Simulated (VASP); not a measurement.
# RbBr (Pm-3m) in VASP: settings compared, part 3 of 3

VASP 6.6.1. The steps go on from the part before.

## Step 4: Single point, PBE-based screened hybrid with 50 % exact exchange

Input file POSCAR:

```
RbBr
1.0
    4.1242532581      0.0000000000      0.0000000000
    0.0000000000      4.1242532581      0.0000000000
    0.0000000000      0.0000000000      4.1242532581
Rb Br
1 1
Direct
    0.0000000000      0.0000000000      0.0000000000
    0.5000000000      0.5000000000      0.5000000000
```

Input file INCAR.step1:

```
PREC = Accurate
ENCUT = 520
EDIFF = 1E-5
ISMEAR = 0
SIGMA = 0.01
LREAL = F
LASPH = T
NELM = 80
ALGO = Normal
ISIF = 2
LWAVE = T
LCHARG = F
NBANDS = 15
GGA = PE
```

Input file INCAR.step2:

```
PREC = Accurate
ENCUT = 520
EDIFF = 1E-7
ISMEAR = 0
SIGMA = 0.01
LREAL = F
LASPH = T
NELM = 80
ALGO = Normal
ISIF = 2
LWAVE = F
LCHARG = F
GGA = PE
LHFCALC = T
AEXX = 0.5
HFSCREEN = 0.1
PRECFOCK = Normal
NBANDS = 15
ISTART = 1
```

Input file KPOINTS:

```
regular mesh
0
Gamma
  4 4 4
```

Potentials or basis: VASP PAW PBE potentials, release 64 (Rb_sv, Br).

On the command line:

```console
$ cat potpaw_PBE.64/Rb_sv/POTCAR potpaw_PBE.64/Br/POTCAR > POTCAR
$ cp INCAR.step1 INCAR
$ mpirun -np 1 vasp_std > vasp.out
$ cp INCAR.step2 INCAR
$ mpirun -np 1 vasp_std > vasp.out
```

OUTCAR:

```text
PREC = Accurate
   ENCUT = 520
   EDIFF = 1E-7
   ISMEAR = 0
   LREAL = F
   LASPH = T
   NELM = 80
   ISIF = 2
   GGA = PE
   LHFCALC = T
   AEXX = 0.5
   HFSCREEN = 0.1
   PRECFOCK = Normal
   ISTART = 1

 ion  position               nearest neighbor table
   1  0.000  0.000  0.000-   2 3.57   2 3.57   2 3.57   2 3.57   2 3.57   2 3.57   2 3.57   2 3.57

   2  0.500  0.500  0.500-   1 3.57   1 3.57   1 3.57   1 3.57   1 3.57   1 3.57   1 3.57   1 3.57

  LATTYP: Found a simple cubic cell.
 ALAT       =     4.1242532581

  Lattice vectors:

 A1 = (   4.1242532581,   0.0000000000,   0.0000000000)
 A2 = (   0.0000000000,   4.1242532581,   0.0000000000)
 A3 = (   0.0000000000,   0.0000000000,   4.1242532581)

Analysis of symmetry for initial positions (statically):
=====================================================================
 Subroutine PRICEL returns:
 Original cell was already a primitive cell.

 Routine SETGRP: Setting up the symmetry group for a
 simple cubic supercell.

 Subroutine GETGRP returns: Found 48 space group operations
 (whereof 48 operations were pure point group operations)
 out of a pool of 48 trial point group operations.

The static configuration has the point symmetry O_h .

Analysis of symmetry for dynamics (positions and initial velocities):
=====================================================================
 Subroutine PRICEL returns:
 Original cell was already a primitive cell.

 Routine SETGRP: Setting up the symmetry group for a
 simple cubic supercell.

 Subroutine GETGRP returns: Found 48 space group operations
 (whereof 48 operations were pure point group operations)
 out of a pool of 48 trial point group operations.

The dynamic configuration has the point symmetry O_h .

 Subroutine INISYM returns: Found 48 space group operations
 (whereof 48 operations are pure point group operations),
 and found     1 'primitive' translations

----------------------------------------------------------------------------------------

                                     Primitive cell

  volume of cell :      70.1513

  direct lattice vectors                    reciprocal lattice vectors
     4.124253258  0.000000000  0.000000000     0.242468136  0.000000000  0.000000000
     0.000000000  4.124253258  0.000000000     0.000000000  0.242468136  0.000000000
     0.000000000  0.000000000  4.124253258     0.000000000  0.000000000  0.242468136

  length of vectors
     4.124253258  4.124253258  4.124253258     0.242468136  0.242468136  0.242468136

  position of ions in fractional coordinates (direct lattice)
     0.000000000  0.000000000  0.000000000
     0.500000000  0.500000000  0.500000000

  ion indices of the primitive-cell ions
   primitive index   ion index
                 1           1
                 2           2

----------------------------------------------------------------------------------------

 KPOINTS: regular mesh

Automatic generation of k-mesh.
 Grid dimensions read from file:
 generate k-points for:    4    4    4

 Generating k-lattice:
[... 34 lines left out ...]
   ions per type =               1   1
   NGX,Y,Z   is equivalent  to a cutoff of  12.90, 12.90, 12.90 a.u.
   NGXF,Y,Z  is equivalent  to a cutoff of  25.80, 25.80, 25.80 a.u.
 SYSTEM =  unknown system
   PREC   = accura    normal or accurate (medium, high low for compatibility)
   ISTART =      1    job   : 0-new  1-cont  2-samecut
   ICHARG =      0    charge: 1-file 2-atom 10-const
   ISPIN  =      1    spin polarized calculation?
   LNONCOLLINEAR =      F non collinear calculations
   LSORBIT =      F    spin-orbit coupling
   LASPH  =      T    aspherical Exc in radial PAW
   ENCUT  =  520.0 eV  38.22 Ry    6.18 a.u.   7.67  7.67  7.67*2*pi/ulx,y,z
   NELM   =     80;   NELMIN=  2; NELMDL=  0     # of ELM steps
   EDIFF  = 0.1E-06   stopping-criterion for ELM
   LREAL  =      F    real-space projection
   EDIFFG = 0.1E-05   stopping-criterion for IOM
   NSW    =      0    number of steps for IOM
   IBRION =     -1    ionic relax: 0-MD 1-quasi-New 2-CG
   NFREE  =      0    steps in history (QN), initial steepest desc. (CG)
   ISIF   =      2    stress and relaxation
   ISYM   =      3    0-nonsym 1-usesym 2-fastsym
   POTIM  = 0.5000    time-step for ionic-motion
   TEBEG  =    0.0;   TEEND  =   0.0 temperature during run
   PSTRESS=    0.0 pullay stress
   NELECT =      16.0000    total number of electrons
   NUPDOWN=      -1.0000    fix difference up-down
   EMIN   =  10.00;   EMAX   =-10.00  energy-range for DOS
   EFERMI =   0.00;   METHOD = LEGACY
   ISMEAR =     0;   SIGMA  =   0.01  broadening in eV -4-tet -1-fermi 0-gaus
   EFERMI_NEDOS =   21; number of points for ismear=-14 and -15
   IALGO  =     38    algorithm
   IMIX   =      1    mixing-type and parameters
     AMIX     =   0.40;   BMIX     =  1.00
     AMIX_MAG =   1.60;   BMIX_MAG =  1.00
  volume/ion in A,a.u.               =      35.08       236.70
  Fermi-wavevector in a.u.,A,eV,Ry     =   1.000237  1.890173 13.612271  1.000474
  Thomas-Fermi vector in A             =   2.132580
   LORBIT       =      0    0 simple, 1 ext, 2 COOP (PROOUT), +10 PAW based schemes
   GGA     = PE    functional components
   LHFCALC =     T    Hartree Fock is set to
   PRECFOCK=normal    Normal, Fast or Accurate (Low or Medium for compatibility)
   ENCUT4O =  -1.0   cutoff for four orbital integrals eV
   NKREDX  =     1    reduce k-point grid by
   NKREDY  =     1    reduce k-point grid by
   NKREDZ  =     1    reduce k-point grid by
   AEXX    =    0.5000 exact exchange contribution
   HFSCREEN=    0.1000 screening length (either q_TF or 0.3 A-1)
   HFSCREENC=   0.1000 screening length for correlation (either q_TF or 0.3 A-1)
   ENCUTFOCK=  -1.0 apply spherical cutoff to Coloumb kernel
   IVDW    =     0    specifies the selected vdW correction
   LEPSILON=     F    determine dielectric tensor
   LRPA    =     F    only Hartree local field effects (RPA)
 non-spin polarized calculation
 Gauss-broadening in eV      SIGMA  =   0.01
  energy-cutoff  :      520.00
  volume of cell :       70.15
 maximum number of plane-waves:      1924
 NGX is ok and might be reduce to    32
  NGX = 24; NGY = 24; NGZ = 24

 number of electron      16.0000002 magnetization

 Free energy of the ion-electron system (eV)
  ---------------------------------------------------
  ext. energy  EPLUGINS =         0.00000000
  ---------------------------------------------------
  free energy    TOTEN  =        -8.49235705 eV

  energy without entropy =       -8.49235705  energy(sigma->0) =       -8.49235705

 E-fermi :  -2.7098     XC(G=0):  -4.9688

 val. band max:       -2.7723991853   @ k =   0.5000   0.5000   0.0000
 cond. band min:       4.4274981664   @ k =   0.0000   0.0000   0.0000
 fundamental gap:      7.1998973516
 Fermi energy:        -2.7098050570

 k-point     1 :       0.0000    0.0000    0.0000
  band No.  band energies     occupation
      1     -31.3462      2.00000
      2     -17.5462      2.00000
      3     -12.9791      2.00000
      4     -12.9791      2.00000
      5     -12.9791      2.00000
      6      -2.9502      2.00000
      7      -2.9502      2.00000
      8      -2.9502      2.00000
      9       4.4275      0.00000
     10       5.9197      0.00000
     11       5.9197      0.00000
     12      10.9104      0.00000
     13      10.9104      0.00000
     14      10.9104      0.00000
[... 149 lines left out ...]
      2     -17.1731      2.00000
      3     -13.2144      2.00000
      4     -13.2144      2.00000
      5     -13.2144      2.00000
      6      -4.2992      2.00000
      7      -4.2992      2.00000
      8      -4.2992      2.00000
      9       8.6569      0.00000
     10       8.6569      0.00000
     11       8.6569      0.00000
     12      10.2844      0.00000
     13      10.2844      0.00000
     14      10.2844      0.00000
     15      13.4877      0.00000

------------------------ aborting loop because EDIFF is reached ----------------------------------------

  FORCE on cell =-STRESS in cart. coord.  units (eV):
  Direction    XX          YY          ZZ          XY          YZ          ZX
  --------------------------------------------------------------------------------------
  -------------------------------------------------------------------------------------
  Total        0.0024699      0.0024699      0.0024699      0.0000000     -0.0000000      0.0000000
  in kB        0.0564105      0.0564105      0.0564105      0.0000000     -0.0000000      0.0000000
  external PRESSURE =       0.0564105 kB  Pullay stress =       0.0000000 kB

 VOLUME and BASIS-vectors are now :
 -----------------------------------------------------------------------------
  energy-cutoff  :      520.00
  volume of cell :       70.15
      direct lattice vectors                 reciprocal lattice vectors
     4.124253258  0.000000000  0.000000000     0.242468136  0.000000000  0.000000000
     0.000000000  4.124253258  0.000000000     0.000000000  0.242468136  0.000000000
     0.000000000  0.000000000  4.124253258     0.000000000  0.000000000  0.242468136

 POSITION                                       TOTAL-FORCE (eV/Angst)
 -----------------------------------------------------------------------------------
      0.00000      0.00000      0.00000         0.000000      0.000000      0.000000
      2.06213      2.06213      2.06213         0.000000      0.000000      0.000000
 -----------------------------------------------------------------------------------
    total drift:                               -0.000000     -0.000000     -0.000000

  FREE ENERGIE OF THE ION-ELECTRON SYSTEM (eV)
  ---------------------------------------------------
  free  energy   TOTEN  =        -8.4923570495 eV

  energy  without entropy=       -8.4923570495  energy(sigma->0) =       -8.49235705
```

OUTCAR.step1:

```text
PREC = Accurate
   ENCUT = 520
   EDIFF = 1E-5
   ISMEAR = 0
   LREAL = F
   LASPH = T
[... 385 lines left out ...]
 -----------------------------------------------------------------------------------
      0.00000      0.00000      0.00000         0.000000      0.000000      0.000000
      2.06213      2.06213      2.06213         0.000000      0.000000      0.000000
 -----------------------------------------------------------------------------------
    total drift:                                0.000000      0.000000     -0.000000

  FREE ENERGIE OF THE ION-ELECTRON SYSTEM (eV)
  ---------------------------------------------------
  free  energy   TOTEN  =        -5.9926674163 eV

  energy  without entropy=       -5.9926674163  energy(sigma->0) =       -5.99266742
```

It took 4.6 min on 1 thread of Intel Xeon 6975P-C (Granite Rapids), shared host; peak memory 0.29 GiB.

Results:

```yaml
Free_energy: -8.4924 eV
Pressure: 0.0 GPa
Band_gap_on_the_k_mesh: 7.20 eV (least direct gap 7.38 eV)
```

Caveat: the PAW data sets were made with another functional, which shifts forces and pressure a little. A k mesh can miss the band edges.

## Step 5: Single point, PBE-based screened hybrid with 5 % exact exchange

POSCAR is that of step 4.

Input file INCAR.step1:

```
SYSTEM = RbBr
ALGO = Normal
EDIFF = 1E-5
ENCUT = 520
GGA = PE
ISIF = 2
ISMEAR = 0
LASPH = .TRUE.
LCHARG = .FALSE.
LREAL = .FALSE.
LWAVE = .TRUE.
NBANDS = 15
NELM = 60
PREC = Accurate
SIGMA = 0.01
```

Input file INCAR.step2:

```
SYSTEM = RbBr
AEXX = 0.05
ALGO = Normal
EDIFF = 1E-6
ENCUT = 520
GGA = PE
HFSCREEN = 0.2078
ISIF = 2
ISMEAR = 0
ISTART = 1
LASPH = .TRUE.
LCHARG = .FALSE.
LHFCALC = .TRUE.
LREAL = .FALSE.
LWAVE = .FALSE.
NBANDS = 15
NELM = 60
PREC = Accurate
PRECFOCK = Normal
SIGMA = 0.01
```

Input file KPOINTS:

```
k-points
0
G
  4 4 4
  0 0 0
```

On the command line:

```console
$ cat potpaw_PBE.64/Rb_sv/POTCAR potpaw_PBE.64/Br/POTCAR > POTCAR
$ cp INCAR.step1 INCAR
$ mpirun -np 1 vasp_std > vasp.out
$ cp INCAR.step2 INCAR
$ mpirun -np 1 vasp_std > vasp.out
```

Run time: 1.9 min. Hardware: 1 thread of Intel Xeon 6975P-C (Granite Rapids), shared host; peak memory 0.29 GiB.

It converged, with:

| Item | Value |
| --- | --- |
| Free energy | -6.1831 eV |
| Pressure | 0.8 GPa |
| Band gap on the k mesh | 4.32 eV (least direct gap 4.47 eV) |

Levels at points of the mesh, in eV from the valence-band top:
| k point | band 4 | band 5 | band 6 | band 7 | band 8 | band 9 | band 10 | band 11 | band 12 | band 13 |
| --- | --- | --- | --- | --- | --- | --- | --- | --- | --- | --- |
| (0.00, 0.00, 0.00) | -9.20 | -9.20 | -0.16 | -0.16 | -0.16 | 4.32 | 5.81 | 5.81 | 10.22 | 10.22 |
| (0.50, 0.00, 0.00) | -9.15 | -9.15 | -1.74 | -0.23 | -0.23 | 7.14 | 7.35 | 7.91 | 8.95 | 10.15 |
| (0.50, 0.50, 0.00) | -9.51 | -9.12 | -1.07 | -1.07 | 0.00 | 5.54 | 6.46 | 8.23 | 8.23 | 11.09 |
| (0.50, 0.50, 0.50) | -9.43 | -9.43 | -1.36 | -1.36 | -1.36 | 8.48 | 8.48 | 8.48 | 9.65 | 9.65 |

Caveat: the PAW data sets were made with another functional, which shifts forces and pressure a little. A k mesh can miss the band edges.

## Step 6: Single point, PBE-based screened hybrid with 75 % exact exchange

POSCAR is that of step 5.

Input file INCAR.step1:

```
SYSTEM = RbBr
PREC = Accurate
ENCUT = 520
EDIFF = 1E-5
ISMEAR = 0
SIGMA = 0.01
LREAL = .False.
LASPH = .True.
NELM = 80
ALGO = Normal
ISIF = 2
LWAVE = .True.
LCHARG = .False.
GGA = PE
NBANDS = 15
```

Input file INCAR.step2:

```
SYSTEM = RbBr
PREC = Accurate
ENCUT = 520
EDIFF = 1E-7
ISMEAR = 0
SIGMA = 0.01
LREAL = .False.
LASPH = .True.
NELM = 80
ALGO = Normal
ISIF = 2
LWAVE = .False.
LCHARG = .False.
GGA = PE
LHFCALC = .True.
AEXX = 0.75
HFSCREEN = 0.1
PRECFOCK = Normal
ISTART = 1
NBANDS = 15
```

Input file KPOINTS:

```
regular mesh
0
Gamma
  4 4 4
  0 0 0
```

Potentials or basis: VASP PAW PBE potentials, release 64 (Rb_sv, Br).

On the command line:

```console
$ cat potpaw_PBE.64/Rb_sv/POTCAR potpaw_PBE.64/Br/POTCAR > POTCAR
$ cp INCAR.step1 INCAR
$ mpirun -np 1 vasp_std > vasp.out
$ cp INCAR.step2 INCAR
$ mpirun -np 1 vasp_std > vasp.out
```

It took 5.7 min on 1 thread of Intel Xeon 6975P-C (Granite Rapids), shared host; peak memory 0.29 GiB.

It converged, with:

```
Free energy            : -9.8144 eV
Pressure               : -0.4 GPa
Band gap on the k mesh : 8.83 eV (least direct gap 9.02 eV)
```

Levels at points of the mesh, in eV from the valence-band top:
```csv
k point,band 6,band 7,band 8,band 9,band 10,band 11
"(0.00, 0.00, 0.00)",-0.19,-0.19,-0.19,8.83,10.29,10.29
"(0.50, 0.00, 0.00)",-2.01,-0.25,-0.25,11.92,11.97,12.80
"(0.50, 0.50, 0.00)",-1.30,-1.30,0.00,10.04,11.15,13.16
"(0.50, 0.50, 0.50)",-1.60,-1.60,-1.60,13.07,13.07,13.07
```

Caveat: the PAW data sets were made with another functional, which shifts forces and pressure a little. A k mesh can miss the band edges.

## Step 7: Single point, HSE06

POSCAR is that of step 6.

Input file INCAR.step1:

```
SYSTEM = RbBr
PREC     = Accurate       ! precision mode
ENCUT    = 520            ! plane-wave cutoff, eV
EDIFF    = 1E-5           ! SCF threshold, eV
ISMEAR   = 0              ! smearing method
SIGMA    = 0.01           ! smearing width, eV
LREAL    = .False.        ! projectors in reciprocal space
LASPH    = .True.         ! aspherical terms in the spheres
NELM     = 60             ! most SCF steps
ALGO     = Normal         ! electronic algorithm
ISIF     = 2              ! what is computed and relaxed
LWAVE    = .True.         ! write WAVECAR
LCHARG   = .False.        ! write CHGCAR
GGA      = PE             ! functional
NBANDS   = 15             ! bands
```

Input file INCAR.step2:

```
SYSTEM = RbBr
PREC     = Accurate       ! precision mode
ENCUT    = 520            ! plane-wave cutoff, eV
EDIFF    = 1E-6           ! SCF threshold, eV
ISMEAR   = 0              ! smearing method
SIGMA    = 0.01           ! smearing width, eV
LREAL    = .False.        ! projectors in reciprocal space
LASPH    = .True.         ! aspherical terms in the spheres
NELM     = 60             ! most SCF steps
ALGO     = Normal         ! electronic algorithm
ISIF     = 2              ! what is computed and relaxed
LWAVE    = .False.        ! write WAVECAR
LCHARG   = .False.        ! write CHGCAR
GGA      = PE             ! functional
LHFCALC  = .True.         ! exact exchange
HFSCREEN = 0.2079         ! screening, 1/A
PRECFOCK = Normal       
ISTART   = 1            
NBANDS   = 15             ! bands
```

KPOINTS is that of step 6.

On the command line:

```console
$ cat potpaw_PBE.64/Rb_sv/POTCAR potpaw_PBE.64/Br/POTCAR > POTCAR
$ cp INCAR.step1 INCAR
$ mpirun -np 1 vasp_std > vasp.out
$ cp INCAR.step2 INCAR
$ mpirun -np 1 vasp_std > vasp.out
```

Run time: 2.8 min. Hardware: 1 thread of Intel Xeon 6975P-C (Granite Rapids), shared host; peak memory 0.29 GiB.

Results (log left out):

```
Free energy            : -6.9661 eV
Pressure               : 0.5 GPa
Band gap on the k mesh : 5.27 eV (least direct gap 5.43 eV)
```

Levels at points of the mesh, in eV from the valence-band top:
```csv
k point,band 5,band 6,band 7,band 8,band 9,band 10,band 11,band 12
"(0.00, 0.00, 0.00)",-9.64,-0.16,-0.16,-0.16,5.27,6.76,6.76,11.41
"(0.50, 0.00, 0.00)",-9.59,-1.81,-0.24,-0.24,8.17,8.33,8.97,9.92
"(0.50, 0.50, 0.00)",-9.55,-1.13,-1.13,0.00,6.49,7.46,9.29,9.29
"(0.50, 0.50, 0.50)",-9.87,-1.42,-1.42,-1.42,9.45,9.45,9.45,10.82
```

Caveat: the PAW data sets were made with another functional, which shifts forces and pressure a little.

## Step 8: Overview

| level | smearing | grid for exact exchange (PRECFOCK) | share of exact exchange | screening parameter | gap on the mesh (eV) | pressure (GPa) |
| --- | --- | --- | --- | --- | --- | --- |
| PBE | gaussian 0.01 eV | - | - | - | 4.08 | 0.9 |
| PBE | methfessel-paxton 0.5 eV | - | - | - | 4.09 | 0.8 |
| PBE-based screened hybrid with 50 % exact exchange | gaussian 0.01 eV | Normal | 0.5 | 0.1 1/Å | 7.20 | 0.0 |
| PBE-based screened hybrid with 5 % exact exchange | gaussian 0.01 eV | Normal | 0.05 | 0.2078 1/Å | 4.32 | 0.8 |
| PBE-based screened hybrid with 75 % exact exchange | gaussian 0.01 eV | Normal | 0.75 | 0.1 1/Å | 8.83 | -0.4 |
| HSE06 | gaussian 0.01 eV | Normal | 0.25 | 0.2079 1/Å | 5.27 | 0.5 |

Alike in all rows: task single point; potentials or basis VASP PAW PBE potentials, release 64 (Rb_sv, Br); no spin polarisation; cell as given; k mesh 4 × 4 × 4; cutoff (eV) 520.

On the cell as given the gap runs from 4.08 eV (PBE) to 8.83 eV (PBE-based screened hybrid with 75 % exact exchange). The pressure there spans -0.4 GPa (PBE-based screened hybrid with 75 % exact exchange) to 0.9 GPa (PBE); a positive pressure means that this level wants a larger cell, a negative one a smaller.

Caveats: the PAW data sets were made with another functional, which shifts forces and pressure a little (at least some runs).

Total energies depend on the potentials used, so only differences within one code and one set of settings carry meaning.
